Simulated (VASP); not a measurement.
Runs of VASP 6.6.1 on Zr2N. The structure is that of space group P4_2/mnm (No. 136), or close to it. The cells are those of the table. 

| cell | gap on the mesh (eV) | pressure (GPa) | largest force (eV/Å) |
| --- | --- | --- | --- |
| a = 4.920, b = 4.920, c = 3.898 Å, 6 atoms | none | 2.7 | (b) |
| a = 5.053, b = 5.053, c = 3.696 Å, 6 atoms | none | 1.1 | (a) |
| a = 5.521, b = 5.521, c = 3.096 Å, 6 atoms | none | 1.3 | 0.08 |
| a = 5.202, b = 5.202, c = 3.487 Å, 6 atoms | none | 0.2 | 0.20 |
| a = 5.669, b = 5.669, c = 2.937 Å, 6 atoms | none | (c) | 0.02 |

Alike in all rows: task single point; level PBEsol; potentials or basis VASP PAW PBE potentials, release 64 (Zr_sv, N); no spin polarisation; k mesh 10 × 10 × 16; cutoff (eV) 520; smearing gaussian 0.15 eV.

**Question.** Estimate the missing entries.

**Answer.** (a) 0.31; (b) 0.16; (c) 2.8.

Caveats: the PAW data sets were made with another functional, which shifts forces and pressure a little.

A k mesh can miss the band edges, and the runs leave out spin-orbit coupling on Zr.

A gap of «none» marks levels without a gap at the run's occupations.
